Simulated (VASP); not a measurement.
# MgO (Fm-3m) in VASP: further runs, part 2 of 3

VASP 6.6.1. The steps go on from the part before.

### 3 Vibrations by perturbation theory, PBEsol

This run uses another cell than the first one, of 8.98 Å³/atom.

Input file INCAR:

```
ALGO = Normal
EDIFF = 1E-8
ENCUT = 520
GGA = PS
IBRION = 8
ISIF = 2
ISMEAR = 0
LASPH = T
LCHARG = F
LREAL = F
LWAVE = F
NELM = 80
NSW = 1
PREC = Accurate
SIGMA = 0.01
```

Input file KPOINTS:

```
k-points
0
Gamma
  10 10 10
```

Input file POSCAR:

```
MgO
1.0
    2.0785902586      2.0785902586      0.0000000000
   -2.0785902586      2.0785902586      0.0000000000
    0.0000000000      2.0785902586      2.0785902586
Mg O
1 1
Direct
    0.0000000000      0.0000000000      0.0000000000
    0.5000000000      0.5000000000      0.0000000000
```

Potentials or basis: VASP PAW PBE potentials, release 64 (Mg, O).

Run with:

```
> cat potpaw_PBE.64/Mg/POTCAR potpaw_PBE.64/O/POTCAR > POTCAR
> mpirun -np 1 vasp_std > vasp.out
```

OUTCAR:

```text
EDIFF = 1E-8
   ENCUT = 520
   GGA = PS
   IBRION = 8
   ISIF = 2
   ISMEAR = 0
   LASPH = T
   LREAL = F
   NELM = 80
   NSW = 1
   PREC = Accurate

 ion  position               nearest neighbor table
   1  0.000  0.000  0.000-   2 2.08   2 2.08   2 2.08   2 2.08   2 2.08   2 2.08
   2  0.500  0.500  0.000-   1 2.08   1 2.08   1 2.08   1 2.08   1 2.08   1 2.08

  LATTYP: Found a face centered cubic cell.
 ALAT       =     4.1571805172

  Lattice vectors:

 A1 = (   0.0000000000,   2.0785902586,   2.0785902586)
 A2 = (   2.0785902586,   0.0000000000,   2.0785902586)
 A3 = (   2.0785902586,   2.0785902586,   0.0000000000)

Analysis of symmetry for initial positions (statically):
=====================================================================
 Subroutine PRICEL returns:
 Original cell was already a primitive cell.

 Routine SETGRP: Setting up the symmetry group for a
 face centered cubic supercell.

 Subroutine GETGRP returns: Found 48 space group operations
 (whereof 48 operations were pure point group operations)
 out of a pool of 48 trial point group operations.

The static configuration has the point symmetry O_h .

Analysis of symmetry for dynamics (positions and initial velocities):
=====================================================================
 Subroutine PRICEL returns:
 Original cell was already a primitive cell.

 Routine SETGRP: Setting up the symmetry group for a
 face centered cubic supercell.

 Subroutine GETGRP returns: Found 48 space group operations
 (whereof 48 operations were pure point group operations)
 out of a pool of 48 trial point group operations.

The dynamic configuration has the point symmetry O_h .

 Subroutine INISYM returns: Found 48 space group operations
 (whereof 48 operations are pure point group operations),
 and found     1 'primitive' translations

----------------------------------------------------------------------------------------

                                     Primitive cell

  volume of cell :      17.9613

  direct lattice vectors                    reciprocal lattice vectors
     2.078590259  2.078590259  0.000000000     0.240547649  0.240547649 -0.240547649
    -2.078590259  2.078590259  0.000000000    -0.240547649  0.240547649 -0.240547649
     0.000000000  2.078590259  2.078590259     0.000000000  0.000000000  0.481095298

  length of vectors
     2.939570534  2.939570534  2.939570534     0.416640750  0.416640750  0.481095298

  position of ions in fractional coordinates (direct lattice)
     0.000000000  0.000000000  0.000000000
     0.500000000  0.500000000  0.000000000

  ion indices of the primitive-cell ions
   primitive index   ion index
[... 131 lines left out ...]

 k-point     1 :       0.0000    0.0000    0.0000
  band No.  band energies     occupation
      1     -14.0462      2.00000
      2       3.3691      2.00000
      3       3.3691      2.00000
      4       3.3691      2.00000
      5       8.3929      0.00000
      6      19.2183      0.00000
      7      19.2183      0.00000
      8      19.2183      0.00000
[... 243 lines left out ...]
 k-point    24 :       0.4000    0.3000    0.0000
  band No.  band energies     occupation
      1     -12.3711      2.00000
      2      -0.3853      2.00000
      3       0.5488      2.00000
      4       2.2573      2.00000
      5      13.5900      0.00000
      6      15.7298      0.00000
      7      16.2933      0.00000
      8      21.5684      0.00000

 [... further k-points ...]

------------------------ aborting loop because EDIFF is reached ----------------------------------------

  FORCE on cell =-STRESS in cart. coord.  units (eV):
  Direction    XX          YY          ZZ          XY          YZ          ZX
  --------------------------------------------------------------------------------------
  -------------------------------------------------------------------------------------
  Total        0.7358515      0.7358515      0.7358515     -0.0000000      0.0000000      0.0000000
  in kB       65.6393214     65.6393214     65.6393214     -0.0000000      0.0000000      0.0000000
  external PRESSURE =      65.6393214 kB  Pullay stress =       0.0000000 kB

 VOLUME and BASIS-vectors are now :
 -----------------------------------------------------------------------------
  energy-cutoff  :      520.00
  volume of cell :       17.96
      direct lattice vectors                 reciprocal lattice vectors
     2.078590259  2.078590259  0.000000000     0.240547649  0.240547649 -0.240547649
    -2.078590259  2.078590259  0.000000000    -0.240547649  0.240547649 -0.240547649
     0.000000000  2.078590259  2.078590259     0.000000000  0.000000000  0.481095298

 POSITION                                       TOTAL-FORCE (eV/Angst)
 -----------------------------------------------------------------------------------
      0.00000      0.00000      0.00000        -0.000000      0.000000      0.000000
      0.00000      2.07859      0.00000         0.000000     -0.000000      0.000000
 -----------------------------------------------------------------------------------
    total drift:                                0.000000     -0.000000     -0.000000

  FREE ENERGIE OF THE ION-ELECTRON SYSTEM (eV)
  ---------------------------------------------------
  free  energy   TOTEN  =       -12.4978588372 eV

  energy  without entropy=      -12.4978588372  energy(sigma->0) =      -12.49785884

[... ionic steps 2 to 3 ...]

--------------------------------------- Ionic step        4  -------------------------------------------

------------------------ aborting loop because EDIFF is reached ----------------------------------------

[... ionic steps 5 to 6 ...]

--------------------------------------- Ionic step        7  -------------------------------------------

 Free energy of the ion-electron system (eV)
  ---------------------------------------------------
  ---------------------------------------------------
  free energy    TOTEN  =        -0.35742697 eV

  energy without entropy =       -0.35742697

------------------------ aborting loop because EDIFF is reached ----------------------------------------

 INTERNAL STRAIN TENSOR  FOR ION    2  DIRECTION 1   (eV/Angst):
 -----------------------------------------------------------------------------
     0.00811  0.00000  0.00000
     0.00000 -0.00753 -0.00000
     0.00000 -0.00000 -0.00753

 INTERNAL STRAIN TENSOR FOR ION    2 for displacements in x,y,z  (eV/Angst):
          X           Y           Z          XY          YZ          ZX
  --------------------------------------------------------------------------------
  x     0.00000     0.00000     0.00000     0.00000     0.00000     0.00000
  y     0.00000     0.00000     0.00000     0.00000     0.00000     0.00000
  z     0.00000     0.00000     0.00000     0.00000     0.00000     0.00000

 SECOND DERIVATIVES (NOT SYMMETRIZED)
 ------------------------------------
               1X          1Y          1Z          2X          2Y          2Z
  1X    -6.514009    0.000000    0.000000    6.514009    0.000000    0.000000
  1Y     0.000000   -6.514009    0.000000    0.000000    6.514009    0.000000
  1Z     0.000000    0.000000   -6.514009    0.000000    0.000000    6.514009
  2X     6.522286    0.000000    0.000000   -6.522286    0.000000    0.000000
  2Y     0.000000    6.522286    0.000000    0.000000   -6.522286    0.000000
  2Z     0.000000    0.000000    6.522286    0.000000    0.000000   -6.522286

 Eigenvectors and eigenvalues of the dynamical matrix
 ----------------------------------------------------

   1 f  =   12.850289 THz    80.740746 2PiTHz  428.639497 cm-1    53.144500 meV
             X         Y         Z           dx          dy          dz
      0.000000  0.000000  0.000000     0.000000    0.000000   -0.629817
      0.000000  2.078590  0.000000     0.000000    0.000000    0.776744
[... 21 lines left out ...]
   6 f/i=    0.003991 THz     0.025079 2PiTHz    0.133138 cm-1     0.016507 meV
             X         Y         Z           dx          dy          dz
      0.000000  0.000000  0.000000    -0.014345    0.174453    0.756764
      0.000000  2.078590  0.000000    -0.011631    0.141454    0.613616

--------------------------------------------------------------------------------------------------------

 ELASTIC MODULI CONTR FROM IONIC RELAXATION (kBar)
 Direction    XX          YY          ZZ          XY          YZ          ZX
 --------------------------------------------------------------------------------
 XX           0.0000      0.0000      0.0000      0.0000      0.0000      0.0000
 YY           0.0000      0.0000      0.0000      0.0000      0.0000      0.0000
 ZZ           0.0000      0.0000      0.0000      0.0000      0.0000      0.0000
 XY           0.0000      0.0000      0.0000      0.0000      0.0000      0.0000
 YZ           0.0000      0.0000      0.0000      0.0000      0.0000      0.0000
 ZX           0.0000      0.0000      0.0000      0.0000      0.0000      0.0000
 --------------------------------------------------------------------------------
```

OSZICAR:

```text
N       E                     dE             d eps       ncg     rms          rms(c)
DAV:   1     0.117429015961E+02    0.11743E+02   -0.48976E+03   864   0.888E+02
DAV:   2    -0.136172217590E+02   -0.25360E+02   -0.24452E+02   912   0.141E+02
DAV:   3    -0.138949477094E+02   -0.27773E+00   -0.27773E+00   976   0.167E+01
[... 35 lines left out ...]
RMM:   6    -0.357434900596E+00   -0.17974E-05   -0.74058E-08  2697   0.285E-03    0.852E-04
RMM:   7    -0.357426599256E+00    0.83013E-05   -0.71251E-09  2752   0.950E-04    0.107E-04
RMM:   8    -0.357426910026E+00   -0.31077E-06   -0.14178E-09  2603   0.136E-04    0.199E-05
RMM:   9    -0.357426961155E+00   -0.51129E-07   -0.13604E-09  2826   0.605E-05    0.325E-06
RMM:  10    -0.357426969073E+00   -0.79176E-08   -0.12377E-09  2507   0.255E-05    0.657E-07
 Linear response finished
```

stdout:

```text
POSCAR found type information on POSCAR MgO
 POSCAR found :  2 types and       2 ions
 scaLAPACK will be used
 -----------------------------------------------------------------------------
|                                                                             |
|                                                                             |
|     You enforced a specific xc type in the INCAR file but a different       |
|     I HOPE YOU KNOW WHAT YOU ARE DOING!                                     |
|                                                                             |
 -----------------------------------------------------------------------------

 LDA part: xc-table for (Slater+PW92), standard interpolation
 POSCAR, INCAR and KPOINTS ok, starting setup
 FFT: planning ... GRIDC
 FFT: planning ... GRID_SOFT
 FFT: planning ... GRID
 WAVECAR not read
 entering main loop
 Linear response reoptimize wavefunctions to high precision
 Linear response DOF=           2
 Linear response progress:
 first order change of Fermi-energy  -0.71104E-04
 force on displaced ion       1 direction 1 :  -6.514  -0.000   0.000
 Linear response progress:
 first order change of Fermi-energy  -0.99575E-03
 force on displaced ion       2 direction 1 :  -6.522  -0.000   0.000
 Linear response finished
```

Wall time 56 s (1 thread of Intel Xeon 8259CL, shared host); peak memory 0.18 GiB.

Results:

* Highest phonon frequency at Γ, LO-TO splitting left out: 429 cm⁻¹

Phonon frequencies in cm⁻¹ (negative: imaginary):
```tsv
q point	frequencies
(0.000, 0.000, 0.000)	0 0 0 429 429 429
```

Caveat: the cell stands under pressure or tension, which shifts response properties; the PAW data sets were made with another functional, which shifts forces and pressure a little.

### 4 Vibrations by perturbation theory, PBEsol

This run uses another cell than the first one, of 9.36 Å³/atom.

Input file INCAR:

```
SYSTEM = MgO
ALGO     = Normal         ! electronic algorithm
EDIFF    = 1E-8           ! SCF threshold, eV
ENCUT    = 520            ! plane-wave cutoff, eV
GGA      = PS             ! functional
IBRION   = 8              ! ionic algorithm
ISIF     = 2              ! what is computed and relaxed
ISMEAR   = 0              ! smearing method
LASPH    = .True.         ! aspherical terms in the spheres
LCHARG   = .True.         ! write CHGCAR
LREAL    = .False.        ! projectors in reciprocal space
LWAVE    = .False.        ! write WAVECAR
NBANDS   = 11             ! bands
NELM     = 80             ! most SCF steps
NSW      = 1              ! ionic steps
PREC     = Accurate       ! precision mode
SIGMA    = 0.01           ! smearing width, eV
```

Input file KPOINTS:

```
k-points
0
Gamma
  10 10 10
  0 0 0
```

Input file POSCAR:

```
MgO
1.0
    2.1071397563      2.1071397563      0.0000000000
   -2.1071397563      2.1071397563      0.0000000000
    0.0000000000      2.1071397563      2.1071397563
Mg O
1 1
Direct
    0.0000000000      0.0000000000      0.0000000000
    0.5000000000      0.5000000000      0.0000000000
```

Potentials or basis: VASP PAW PBE potentials, release 64 (Mg, O).

Run with:

```
> cat potpaw_PBE.64/Mg/POTCAR potpaw_PBE.64/O/POTCAR > POTCAR
> mpirun -np 1 vasp_std > vasp.out
```

OUTCAR:

```text
SYSTEM = MgO
   EDIFF = 1E-8
   ENCUT = 520
   GGA = PS
   IBRION = 8
   ISIF = 2
   ISMEAR = 0
   LASPH = .True.
   LREAL = .False.
   NELM = 80
   NSW = 1
   PREC = Accurate

 ion  position               nearest neighbor table
   1  0.000  0.000  0.000-   2 2.11   2 2.11   2 2.11   2 2.11   2 2.11   2 2.11
   2  0.500  0.500  0.000-   1 2.11   1 2.11   1 2.11   1 2.11   1 2.11   1 2.11

  LATTYP: Found a face centered cubic cell.
 ALAT       =     4.2142795126

  Lattice vectors:

 A1 = (   0.0000000000,   2.1071397563,   2.1071397563)
 A2 = (   2.1071397563,   0.0000000000,   2.1071397563)
 A3 = (   2.1071397563,   2.1071397563,   0.0000000000)

Analysis of symmetry for initial positions (statically):
=====================================================================
 Subroutine PRICEL returns:
 Original cell was already a primitive cell.

 Routine SETGRP: Setting up the symmetry group for a
 face centered cubic supercell.

 Subroutine GETGRP returns: Found 48 space group operations
 (whereof 48 operations were pure point group operations)
 out of a pool of 48 trial point group operations.

The static configuration has the point symmetry O_h .

Analysis of symmetry for dynamics (positions and initial velocities):
=====================================================================
 Subroutine PRICEL returns:
 Original cell was already a primitive cell.

 Routine SETGRP: Setting up the symmetry group for a
[... 524 lines left out ...]
      0.00000      2.10714      0.00000        -0.000000      0.000000      0.000000
 -----------------------------------------------------------------------------------
    total drift:                                0.000000     -0.000000     -0.000000

  FREE ENERGIE OF THE ION-ELECTRON SYSTEM (eV)
  ---------------------------------------------------
  free  energy   TOTEN  =       -12.5124661351 eV

  energy  without entropy=      -12.5124661351  energy(sigma->0) =      -12.51246614

[... ionic steps 2 to 3 ...]

--------------------------------------- Ionic step        4  -------------------------------------------

------------------------ aborting loop because EDIFF is reached ----------------------------------------

[... ionic steps 5 to 6 ...]

--------------------------------------- Ionic step        7  -------------------------------------------

 Free energy of the ion-electron system (eV)
  ---------------------------------------------------
  ---------------------------------------------------
  free energy    TOTEN  =        -0.35754095 eV

  energy without entropy =       -0.35754095

------------------------ aborting loop because EDIFF is reached ----------------------------------------

 INTERNAL STRAIN TENSOR  FOR ION    2  DIRECTION 1   (eV/Angst):
 -----------------------------------------------------------------------------
     0.00797  0.00000 -0.00000
     0.00000 -0.00762 -0.00000
     0.00000 -0.00000 -0.00762

 INTERNAL STRAIN TENSOR FOR ION    2 for displacements in x,y,z  (eV/Angst):
          X           Y           Z          XY          YZ          ZX
  --------------------------------------------------------------------------------
  x     0.00000     0.00000     0.00000     0.00000     0.00000     0.00000
  y     0.00000     0.00000     0.00000     0.00000     0.00000     0.00000
  z     0.00000     0.00000     0.00000     0.00000     0.00000     0.00000

 SECOND DERIVATIVES (NOT SYMMETRIZED)
 ------------------------------------
               1X          1Y          1Z          2X          2Y          2Z
  1X    -5.385624    0.000000    0.000000    5.385624    0.000000    0.000000
  1Y     0.000000   -5.385624    0.000000    0.000000    5.385624    0.000000
  1Z     0.000000    0.000000   -5.385624    0.000000    0.000000    5.385624
  2X     5.409365    0.000000    0.000000   -5.409365    0.000000    0.000000
  2Y     0.000000    5.409365    0.000000    0.000000   -5.409365    0.000000
  2Z     0.000000    0.000000    5.409365    0.000000    0.000000   -5.409365

 Eigenvectors and eigenvalues of the dynamical matrix
 ----------------------------------------------------

   1 f  =   11.695455 THz    73.484712 2PiTHz  390.118394 cm-1    48.368495 meV
             X         Y         Z           dx          dy          dz
      0.000000  0.000000  0.000000    -0.629222   -0.000000    0.000000
      0.000000  2.107140  0.000000     0.777225    0.000000   -0.000000
[... 21 lines left out ...]
   6 f/i=    0.012579 THz     0.079037 2PiTHz    0.419595 cm-1     0.052023 meV
             X         Y         Z           dx          dy          dz
      0.000000  0.000000  0.000000    -0.721048   -0.283359   -0.062267
      0.000000  2.107140  0.000000    -0.583742   -0.229400   -0.050410

--------------------------------------------------------------------------------------------------------

 ELASTIC MODULI CONTR FROM IONIC RELAXATION (kBar)
 Direction    XX          YY          ZZ          XY          YZ          ZX
 --------------------------------------------------------------------------------
 XX           0.0000      0.0000      0.0000      0.0000      0.0000      0.0000
 YY           0.0000      0.0000      0.0000      0.0000      0.0000      0.0000
 ZZ           0.0000      0.0000      0.0000      0.0000      0.0000      0.0000
 XY           0.0000      0.0000      0.0000      0.0000      0.0000      0.0000
 YZ           0.0000      0.0000      0.0000      0.0000      0.0000      0.0000
 ZX           0.0000      0.0000      0.0000      0.0000      0.0000      0.0000
 --------------------------------------------------------------------------------
```

OSZICAR:

```text
N       E                     dE             d eps       ncg     rms          rms(c)
DAV:   1     0.101895436763E+02    0.10190E+02   -0.46075E+03  1266   0.640E+02
DAV:   2    -0.134696532141E+02   -0.23659E+02   -0.23261E+02  1190   0.132E+02
[... 38 lines left out ...]
RMM:   6    -0.357549629026E+00    0.39868E-05   -0.51766E-08  3888   0.171E-03    0.924E-04
RMM:   7    -0.357540937979E+00    0.86910E-05   -0.66183E-09  3846   0.732E-04    0.803E-05
RMM:   8    -0.357540901331E+00    0.36648E-07   -0.31061E-10  3826   0.648E-05    0.261E-05
RMM:   9    -0.357540961727E+00   -0.60396E-07   -0.29057E-10  3956   0.464E-05    0.228E-06
RMM:  10    -0.357540946884E+00    0.14843E-07   -0.28206E-10  3438   0.176E-05    0.723E-07
RMM:  11    -0.357540948213E+00   -0.13298E-08   -0.24272E-10  2580   0.167E-05    0.528E-08
 Linear response finished
```

stdout:

```text
POSCAR found type information on POSCAR MgO
 POSCAR found :  2 types and       2 ions
 scaLAPACK will be used
 -----------------------------------------------------------------------------
|                                                                             |
|                                                                             |
|     You enforced a specific xc type in the INCAR file but a different       |
|     I HOPE YOU KNOW WHAT YOU ARE DOING!                                     |
|                                                                             |
 -----------------------------------------------------------------------------

 LDA part: xc-table for (Slater+PW92), standard interpolation
 POSCAR, INCAR and KPOINTS ok, starting setup
 FFT: planning ... GRIDC
 FFT: planning ... GRID_SOFT
 FFT: planning ... GRID
 WAVECAR not read
 entering main loop
 Linear response reoptimize wavefunctions to high precision
 Linear response DOF=           2
 Linear response progress:
 first order change of Fermi-energy   0.42867E-04
 force on displaced ion       1 direction 1 :  -5.386  -0.000  -0.000
 Linear response progress:
 first order change of Fermi-energy  -0.12566E-02
 force on displaced ion       2 direction 1 :  -5.409   0.000   0.000
 Linear response finished
```

Wall time 69 s (1 thread of Intel Xeon 8259CL, shared host); peak memory 0.2 GiB.

What came out:

| Quantity | Value |
| --- | --- |
| Highest phonon frequency at Γ, LO-TO splitting left out | 390 cm⁻¹ |

Phonon frequencies in cm⁻¹ (negative: imaginary):
```tsv
q point	frequencies
(0.000, 0.000, 0.000)	0 0 0 390 390 390
```

Caveat: the PAW data sets were made with another functional, which shifts forces and pressure a little.

(Part 2 of 3 ends here.)
